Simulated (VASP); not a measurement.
# Bi2Te3 (R-3m) in VASP: further runs

Runs on Bi2Te3. Level: PBE. Tasks: single point.

All numbers are computed with VASP 6.6.1; they aren't measurements. Logs are shortened: lines on timing, memory, paths and dates and some standing lists are left out, and cuts for length are marked.

**1. The cell of the first run**

Symmetry: R-3m, No. 166, trigonal system. The conventional cell has a = 4.450 Å, b = 4.450 Å, c = 31.948 Å, α = 90.00°, β = 90.00°, γ = 120.00°. Bi (site symmetry 3m) has 6 Te at 3.09 to 3.29 Å within 4.1 Å. Within 4.3 Å of Te (site symmetry -3m) lie 6 Bi at 3.29 Å. Te (site symmetry 3m) has 3 Bi at 3.09 Å and 3 Te at 4.03 Å within 4.1 Å.

**2. Single point, PBE**

Input file INCAR:

```
PREC = Accurate
ENCUT = 520
EDIFF = 1E-6
ISMEAR = 0
SIGMA = 0.05
LREAL = False
LASPH = True
NELM = 100
ALGO = Normal
ISIF = 2
LWAVE = False
LCHARG = False
GGA = PE
NBANDS = 32
```

Input file KPOINTS:

```
Automatic mesh
0
Gamma
  8 8 8
```

Input file POSCAR:

```
Bi2Te3
1.0
    2.2248063976      1.2844925725     10.6494745158
   -2.2248063976      1.2844925725     10.6494745158
    0.0000000000     -2.5689851451     10.6494745158
Bi Te
2 3
Direct
    0.3976135335      0.3976135335      0.3976135335
    0.6023864665      0.6023864665      0.6023864665
    0.0000000000      0.0000000000      0.0000000000
    0.2152308500      0.2152308500      0.2152308500
    0.7847691500      0.7847691500      0.7847691500
```

Potentials or basis: VASP PAW PBE potentials, release 64 (Bi_d, Te).

Command:

```sh
$ cat potpaw_PBE.64/Bi_d/POTCAR potpaw_PBE.64/Te/POTCAR > POTCAR
$ mpirun -np 1 vasp_std > vasp.out
```

OUTCAR:

```text
PREC = Accurate
   ENCUT = 520
   EDIFF = 1E-6
   ISMEAR = 0
   LREAL = False
   LASPH = True
   NELM = 100
   ISIF = 2
   GGA = PE

 ion  position               nearest neighbor table
   1  0.398  0.398  0.398-   5 3.09   5 3.09   5 3.09   3 3.29   3 3.29   3 3.29
   2  0.602  0.602  0.602-   4 3.09   4 3.09   4 3.09   3 3.29   3 3.29   3 3.29
   3  0.000  0.000  0.000-   2 3.29   1 3.29   2 3.29   2 3.29   1 3.29   1 3.29
   4  0.215  0.215  0.215-   2 3.09   2 3.09   2 3.09
   5  0.785  0.785  0.785-   1 3.09   1 3.09   1 3.09

  LATTYP: Found a trigonal (rhomboedric) cell.
 ALAT       =    10.9549528588
 COS(alpha) =     0.9175114976

  Lattice vectors:

 A1 = (   2.2248063976,   1.2844925725,  10.6494745158)
 A2 = (  -2.2248063976,   1.2844925725,  10.6494745158)
 A3 = (   0.0000000000,  -2.5689851451,  10.6494745158)

Analysis of symmetry for initial positions (statically):
=====================================================================
 Subroutine PRICEL returns:
 Original cell was already a primitive cell.

 Routine SETGRP: Setting up the symmetry group for a
 trigonal (rhombohedral) supercell.

 Subroutine GETGRP returns: Found 12 space group operations
 (whereof 12 operations were pure point group operations)
 out of a pool of 12 trial point group operations.

The static configuration has the point symmetry D_3d.

Analysis of symmetry for dynamics (positions and initial velocities):
=====================================================================
 Subroutine PRICEL returns:
 Original cell was already a primitive cell.

 Routine SETGRP: Setting up the symmetry group for a
 trigonal (rhombohedral) supercell.

 Subroutine GETGRP returns: Found 12 space group operations
 (whereof 12 operations were pure point group operations)
 out of a pool of 12 trial point group operations.

The dynamic configuration has the point symmetry D_3d.

 Subroutine INISYM returns: Found 12 space group operations
 (whereof 12 operations are pure point group operations),
 and found     1 'primitive' translations

----------------------------------------------------------------------------------------

                                     Primitive cell

  volume of cell :     182.6010

  direct lattice vectors                    reciprocal lattice vectors
     2.224806398  1.284492573 10.649474516     0.224738656  0.129752924  0.031300449
    -2.224806398  1.284492573 10.649474516    -0.224738656  0.129752924  0.031300449
     0.000000000 -2.568985145 10.649474516     0.000000000 -0.259505847  0.031300449

  length of vectors
    10.954952859 10.954952859 10.954952859     0.261386692  0.261386692  0.261386692

  position of ions in fractional coordinates (direct lattice)
     0.397613533  0.397613533  0.397613533
     0.602386467  0.602386467  0.602386467
     0.000000000  0.000000000  0.000000000
     0.215230850  0.215230850  0.215230850
     0.784769150  0.784769150  0.784769150

  ion indices of the primitive-cell ions
   primitive index   ion index
                 1           1
                 2           2
                 3           3
                 4           4
                 5           5

----------------------------------------------------------------------------------------

 KPOINTS: Automatic mesh

Automatic generation of k-mesh.
 Grid dimensions read from file:
 generate k-points for:    8    8    8

 Generating k-lattice:

  Cartesian coordinates                     Fractional coordinates (reciprocal lattice)
     0.028092332  0.016219115  0.003912556     0.125000000 -0.000000000  0.000000000
    -0.028092332  0.016219115  0.003912556    -0.000000000  0.125000000  0.000000000
     0.000000000 -0.032438231  0.003912556     0.000000000  0.000000000  0.125000000

  Length of vectors
     0.032673337  0.032673337  0.032673337

  Shift w.r.t. Gamma in fractional coordinates (k-lattice)
     0.000000000  0.000000000  0.000000000

 Subroutine IBZKPT returns following result:
 ===========================================

 Found     65 irreducible k-points:

 Following reciprocal coordinates:
            Coordinates               Weight
  0.000000  0.000000  0.000000      1.000000
  0.125000 -0.000000  0.000000      6.000000
  0.250000 -0.000000  0.000000      6.000000
  0.375000 -0.000000  0.000000      6.000000
  0.500000 -0.000000  0.000000      3.000000
  0.125000  0.125000  0.000000      6.000000
[... 16 lines left out ...]
  0.250000  0.125000  0.125000      6.000000
  0.375000  0.125000  0.125000      6.000000
 [... further k-points ...]
   k-points           NKPTS =     65   k-points in BZ     NKDIM =     65   number of bands    NBANDS=     32
   number of dos      NEDOS =    301   number of ions     NIONS =      5
   total plane-waves  NPLWV = 592704
   dimension x,y,z NGX =    84 NGY =   84 NGZ =   84
   dimension x,y,z NGXF=   168 NGYF=  168 NGZF=  168
   ions per type =               2   3
   NGX,Y,Z   is equivalent  to a cutoff of  12.75, 12.75, 12.75 a.u.
   NGXF,Y,Z  is equivalent  to a cutoff of  25.49, 25.49, 25.49 a.u.
 SYSTEM =  unknown system
   PREC   = accura    normal or accurate (medium, high low for compatibility)
   ISTART =      0    job   : 0-new  1-cont  2-samecut
   ICHARG =      2    charge: 1-file 2-atom 10-const
   ISPIN  =      1    spin polarized calculation?
   LNONCOLLINEAR =      F non collinear calculations
   LSORBIT =      F    spin-orbit coupling
   LASPH  =      T    aspherical Exc in radial PAW
   ENCUT  =  520.0 eV  38.22 Ry    6.18 a.u.  20.37 20.37 20.37*2*pi/ulx,y,z
   NELM   =    100;   NELMIN=  2; NELMDL= -5     # of ELM steps
   EDIFF  = 0.1E-05   stopping-criterion for ELM
   LREAL  =      F    real-space projection
   EDIFFG = 0.1E-04   stopping-criterion for IOM
   NSW    =      0    number of steps for IOM
   IBRION =     -1    ionic relax: 0-MD 1-quasi-New 2-CG
   NFREE  =      0    steps in history (QN), initial steepest desc. (CG)
   ISIF   =      2    stress and relaxation
   ISYM   =      2    0-nonsym 1-usesym 2-fastsym
   POTIM  = 0.5000    time-step for ionic-motion
   TEBEG  =    0.0;   TEEND  =   0.0 temperature during run
   PSTRESS=    0.0 pullay stress
   NELECT =      48.0000    total number of electrons
   NUPDOWN=      -1.0000    fix difference up-down
   EMIN   =  10.00;   EMAX   =-10.00  energy-range for DOS
   EFERMI =   0.00;   METHOD = LEGACY
   ISMEAR =     0;   SIGMA  =   0.05  broadening in eV -4-tet -1-fermi 0-gaus
   EFERMI_NEDOS =   21; number of points for ismear=-14 and -15
   IALGO  =     38    algorithm
   IMIX   =      4    mixing-type and parameters
     AMIX     =   0.40;   BMIX     =  1.00
     AMIX_MAG =   1.60;   BMIX_MAG =  1.00
  volume/ion in A,a.u.               =      36.52       246.45
  Fermi-wavevector in a.u.,A,eV,Ry     =   1.048707  1.981769 14.963502  1.099786
  Thomas-Fermi vector in A             =   2.183640
   LORBIT       =      0    0 simple, 1 ext, 2 COOP (PROOUT), +10 PAW based schemes
   GGA     = PE    functional components
   LHFCALC =     F    Hartree Fock is set to
   AEXX    =    0.0000 exact exchange contribution
   IVDW    =     0    specifies the selected vdW correction
   LEPSILON=     F    determine dielectric tensor
   LRPA    =     F    only Hartree local field effects (RPA)
 non-spin polarized calculation
 Gauss-broadening in eV      SIGMA  =   0.05
  energy-cutoff  :      520.00
  volume of cell :      182.60
 maximum number of plane-waves:      4948
 NGX is ok and might be reduce to    84
   NGX = 41   NGY = 41   NGZ = 41

 number of electron      47.9999997 magnetization

 Free energy of the ion-electron system (eV)
  ---------------------------------------------------
  ext. energy  EPLUGINS =         0.00000000
  ---------------------------------------------------
  free energy    TOTEN  =       -18.40165314 eV

  energy without entropy =      -18.40165314  energy(sigma->0) =      -18.40165314

 E-fermi :   5.3443     XC(G=0):  -8.9483

 val. band max:        5.0921688479   @ k =   0.0000   0.0000   0.0000
 cond. band min:       5.5851093634   @ k =   0.0000   0.0000   0.0000
 fundamental gap:      0.4929405155
 Fermi energy:         5.3443145038

 k-point     1 :       0.0000    0.0000    0.0000
  band No.  band energies     occupation
      1     -17.8587      2.00000
      2     -17.8587      2.00000
      3     -17.8576      2.00000
      4     -17.8576      2.00000
      5     -17.8536      2.00000
      6     -17.8525      2.00000
[... 24 lines left out ...]
     31      10.2901      0.00000
     32      11.1457      0.00000

 k-point     2 :       0.1250   -0.0000    0.0000
  band No.  band energies     occupation
      1     -17.8597      2.00000
      2     -17.8584      2.00000
      3     -17.8573      2.00000
      4     -17.8562      2.00000
      5     -17.8527      2.00000
      6     -17.8517      2.00000
[... 24 lines left out ...]
     31      10.0431      0.00000
     32      10.5050      0.00000

 k-point     3 :       0.2500   -0.0000    0.0000
  band No.  band energies     occupation
      1     -17.8625      2.00000
      2     -17.8609      2.00000
      3     -17.8548      2.00000
      4     -17.8536      2.00000
      5     -17.8528      2.00000
      6     -17.8509      2.00000
[... 24 lines left out ...]
     31       9.3076      0.00000
     32      10.8401      0.00000

 k-point     4 :       0.3750   -0.0000    0.0000
  band No.  band energies     occupation
      1     -17.8656      2.00000
      2     -17.8637      2.00000
      3     -17.8542      2.00000
      4     -17.8542      2.00000
      5     -17.8523      2.00000
      6     -17.8522      2.00000
[... 654 lines left out ...]
     31      10.3064      0.00000
     32      11.0248      0.00000

 k-point    23 :       0.2500    0.1250    0.1250
  band No.  band energies     occupation
      1     -17.8597      2.00000
      2     -17.8585      2.00000
      3     -17.8573      2.00000
      4     -17.8562      2.00000
      5     -17.8527      2.00000
      6     -17.8517      2.00000
[... 24 lines left out ...]
     31      10.0273      0.00000
     32      10.5993      0.00000

 k-point    24 :       0.3750    0.1250    0.1250
  band No.  band energies     occupation
      1     -17.8625      2.00000
      2     -17.8609      2.00000
      3     -17.8548      2.00000
      4     -17.8536      2.00000
      5     -17.8528      2.00000
      6     -17.8509      2.00000
[... 24 lines left out ...]
     31       9.3421      0.00000
     32      10.8546      0.00000

 [... further k-points ...]

------------------------ aborting loop because EDIFF is reached ----------------------------------------

  FORCE on cell =-STRESS in cart. coord.  units (eV):
  Direction    XX          YY          ZZ          XY          YZ          ZX
  --------------------------------------------------------------------------------------
  -------------------------------------------------------------------------------------
  Total       -0.0334674     -0.0334674     -0.0227828      0.0000000      0.0000000      0.0000000
  in kB       -0.2936498     -0.2936498     -0.1999008      0.0000000      0.0000000      0.0000000
  external PRESSURE =      -0.2624001 kB  Pullay stress =       0.0000000 kB

 VOLUME and BASIS-vectors are now :
 -----------------------------------------------------------------------------
  energy-cutoff  :      520.00
  volume of cell :      182.60
      direct lattice vectors                 reciprocal lattice vectors
     2.224806398  1.284492573 10.649474516     0.224738656  0.129752924  0.031300449
    -2.224806398  1.284492573 10.649474516    -0.224738656  0.129752924  0.031300449
     0.000000000 -2.568985145 10.649474516     0.000000000 -0.259505847  0.031300449

 POSITION                                       TOTAL-FORCE (eV/Angst)
 -----------------------------------------------------------------------------------
      0.00000     -0.00000     12.70313         0.000000      0.000000     -0.007759
      0.00000     -0.00000     19.24530         0.000000     -0.000000      0.007759
      0.00000      0.00000      0.00000        -0.000000     -0.000000      0.000000
      0.00000     -0.00000      6.87629         0.000000      0.000000     -0.005183
      0.00000     -0.00000     25.07214         0.000000     -0.000000      0.005183
 -----------------------------------------------------------------------------------
    total drift:                               -0.000000     -0.000000      0.000000

  FREE ENERGIE OF THE ION-ELECTRON SYSTEM (eV)
  ---------------------------------------------------
  free  energy   TOTEN  =       -18.4016531378 eV

  energy  without entropy=      -18.4016531378  energy(sigma->0) =      -18.40165314
```

Run time: 29 min. Hardware: 1 thread of AMD EPYC 9R45 (Zen 5), shared host; peak memory 1.2 GiB.

Results:

```yaml
Free_energy: -18.4017 eV
Pressure: 0.0 GPa
Largest_force: 0.008 eV/Å
Band_gap_on_the_k_mesh: 0.49 eV, direct
```

Forces on the atoms (eV/Å):
```
Bi   0.000  0.000 -0.008
Bi   0.000  0.000  0.008
Te   0.000  0.000  0.000
Te   0.000  0.000 -0.005
Te   0.000  0.000  0.005
```

Caveat: spin-orbit coupling is left out, which moves the levels of the heavy elements. A k mesh can miss the band edges.

**3. Single point, PBE**

Input file INCAR:

```
SYSTEM = Bi2Te3
PREC     = Accurate       ! precision mode
ENCUT    = 520            ! plane-wave cutoff, eV
EDIFF    = 1E-6           ! SCF threshold, eV
ISMEAR   = 0              ! smearing method
SIGMA    = 0.05           ! smearing width, eV
LREAL    = .False.        ! projectors in reciprocal space
LASPH    = .True.         ! aspherical terms in the spheres
NELM     = 100            ! most SCF steps
ALGO     = Normal         ! electronic algorithm
ISIF     = 2              ! what is computed and relaxed
LWAVE    = .False.        ! write WAVECAR
LCHARG   = .True.         ! write CHGCAR
GGA      = PE             ! functional
LELF     = .True.         ! ELF
LVHAR    = .True.       
NBANDS   = 32             ! bands
```

Input file KPOINTS:

```
Automatic mesh
0
Gamma
  8 8 8
  0.5 0.5 0.5
```

POSCAR is that of step 2.

Potentials or basis: VASP PAW PBE potentials, release 64 (Bi_d, Te).

Command:

```sh
$ cat potpaw_PBE.64/Bi_d/POTCAR potpaw_PBE.64/Te/POTCAR > POTCAR
$ mpirun -np 1 vasp_std > vasp.out
```

It took 24 min on 1 thread of AMD EPYC 9R45 (Zen 5), shared host; peak memory 1.2 GiB.

The run converged. Its results:

```yaml
Free_energy: -18.4017 eV
Pressure: 0.0 GPa
Largest_force: 0.008 eV/Å
Band_gap_on_the_k_mesh: 0.52 eV, direct
```

Forces on the atoms (eV/Å):
```
Bi   0.000  0.000 -0.008
Bi   0.000  0.000  0.008
Te   0.000  0.000  0.000
Te   0.000  0.000 -0.005
Te   0.000  0.000  0.005
```

Levels at points of the mesh, in eV from the valence-band top:
```
           k point  band 21  band 22  band 23  band 24  band 25  band 26  band 27  band 28
(0.06, 0.06, 0.06)    -1.29    -0.61    -0.61     0.00     0.52     1.09     1.09     2.05
```

Caveat: spin-orbit coupling is left out, which moves the levels of the heavy elements. A k mesh can miss the band edges.

**4. Single point, PBE (volume scaled by 0.980)**

Input file INCAR:

```
SYSTEM = Bi2Te3
ALGO = Normal ; EDIFF = 1E-7
ENCUT = 520 ; GGA = PE
ISIF = 2 ; ISMEAR = 0
LASPH = .True. ; LCHARG = .True.
LELF = .True. ; LREAL = .False.
LVHAR = .True. ; LWAVE = .False.
NBANDS = 32 ; NELM = 60
PREC = Accurate ; SIGMA = 0.05
```

Input file KPOINTS:

```
k-points
0
Gamma
  8 8 8
  0 0 0
```

Input file POSCAR:

```
Bi2Te3
1.0
    2.2150096120      1.2788363957     10.5290084286
   -2.2150096120      1.2788363957     10.5290084286
    0.0000000000     -2.5576727915     10.5290084285
Bi Te
2 3
Direct
    0.3982836810      0.3982836810      0.3982836810
    0.6017163190      0.6017163190      0.6017163190
    0.0000000000      0.0000000000      0.0000000000
    0.2137517124      0.2137517124      0.2137517124
    0.7862482876      0.7862482876      0.7862482876
```

Command:

```sh
$ cat potpaw_PBE.64/Bi_d/POTCAR potpaw_PBE.64/Te/POTCAR > POTCAR
$ mpirun -np 1 vasp_std > vasp.out
```

It took 33 min on 1 thread of Intel Xeon 6975P-C (Granite Rapids), shared host; peak memory 1.3 GiB.

Results (log left out):

```
Free energy            : -18.3979 eV
Pressure               : 0.4 GPa
Largest force          : 0.018 eV/Å
Band gap on the k mesh : 0.44 eV, direct
```

Forces in eV/Å, atoms in the order of the input:
```
Bi   0.000  0.000 -0.008
Bi   0.000  0.000  0.008
Te   0.000  0.000  0.000
Te   0.000  0.000 -0.018
Te   0.000  0.000  0.018
```

Stress tensor (GPa, compression positive):
```
0.45 0.00 0.00
0.00 0.45 0.00
0.00 0.00 0.32
```

Levels at points of the mesh, in eV from the valence-band top:
| k point | band 21 | band 22 | band 23 | band 24 | band 25 | band 26 | band 27 | band 28 |
| --- | --- | --- | --- | --- | --- | --- | --- | --- |
| (0.00, 0.00, 0.00) | -1.41 | -0.69 | -0.69 | 0.00 | 0.44 | 0.96 | 0.96 | 2.00 |
| (0.50, 0.00, 0.00) | -2.52 | -1.89 | -0.78 | -0.50 | 0.80 | 1.47 | 2.69 | 2.93 |
| (0.50, 0.50, 0.00) | -1.68 | -1.62 | -1.14 | -0.91 | 1.24 | 1.50 | 2.12 | 2.77 |
| (0.50, 0.50, 0.50) | -1.25 | -0.85 | -0.85 | -0.30 | 0.77 | 1.25 | 1.25 | 1.85 |

Caveat: spin-orbit coupling is left out, which moves the levels of the heavy elements. A k mesh can miss the band edges.

(Continued in part 2 of 2.)
